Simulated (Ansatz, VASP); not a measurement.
In: VASP beside Ansatz

INCAR

```
SYSTEM = In
PREC = Accurate ; ENCUT = 500
EDIFF = 1E-7 ; ISMEAR = 0
SIGMA = 0.1 ; LREAL = .False.
LASPH = .True. ; NELM = 120
ALGO = Normal ; ISIF = 3
LWAVE = .False. ; LCHARG = .False.
GGA = PS ; IBRION = 2
NSW = 90 ; EDIFFG = -0.04
GGA_COMPAT = .False. ; NELMIN = 4
```

The input KPOINTS:

```
Automatic mesh
0
Gamma
  6 6 6
  0 0 0
```

The input POSCAR:

```
In
1.0
    5.5750530085      0.0000000000      0.0000000000
   -2.7875265043      4.8281375328      0.0000000000
    0.0000000000      0.0000000000      3.4177498878
In
3
Direct
    0.0000000000      0.0000000000      0.0000000000
    0.3333333333      0.6666666667      0.5000000000
    0.6666666667      0.3333333333      0.5000000000
```

Input for Ansatz:

```yaml
crystal:
  lattice:
    - [5.5750530085, 0.0, 0.0]
    - [-2.7875265043, 4.8281375328, 0.0]
    - [0.0, 0.0, 3.4177498878]
  atoms:
    - { symbol: In, position: [0.0, 0.0, 0.0] }
    - { symbol: In, position: [0.3333333333, 0.6666666667, 0.5] }
    - { symbol: In, position: [0.6666666667, 0.3333333333, 0.5] }
basis:
  ecutwfc: 420
kpoints:
  mp_grid: { grid: [6, 6, 6] }
hamiltonian:
  xc: pbesol
scf:
  occupations: { method: gaussian, width: 0.1 }
  lower_state_search: "off"
output:
  forces: true
  stress: true
  eigenvalues: true
relax:
  adjacent_minimum: "off"
  f_tol: 0.04
  max_steps: 70
  cell: { stress_tol: 0.4 }
```

Alike in both runs: task relaxation of cell and atoms; functional PBEsol; k mesh 6 × 6 × 6; occupations gaussian, width 0.1 eV; no spin polarisation.

```csv
,VASP,Ansatz
version,VASP 6.6.1,Ansatz 0.2.0
potentials or method,"VASP PAW PBE potentials, release 64 (In_d), cutoff 500 eV","scalar-relativistic, plane waves, PAW"
valence electrons in the cell,39,39
```

|  | VASP | Ansatz | Ansatz less VASP |
| --- | --- | --- | --- |
| gap on the k mesh at the Fermi level, each at its own relaxed structure (eV) | none | none | - |
| relaxed volume (Å³/atom) | 25.78 | 25.87 | +0.098 |
| relaxed cell length with the largest relative difference (Å) | 5.301 | 5.315 | +0.0141 |

VASP's potentials were made for PBE, not for PBEsol. A gap of «none» marks a metal or a gap that the smearing closes.

Noted on VASP's run: the volume moved by over 15 % at a fixed basis, so the end points are rough.
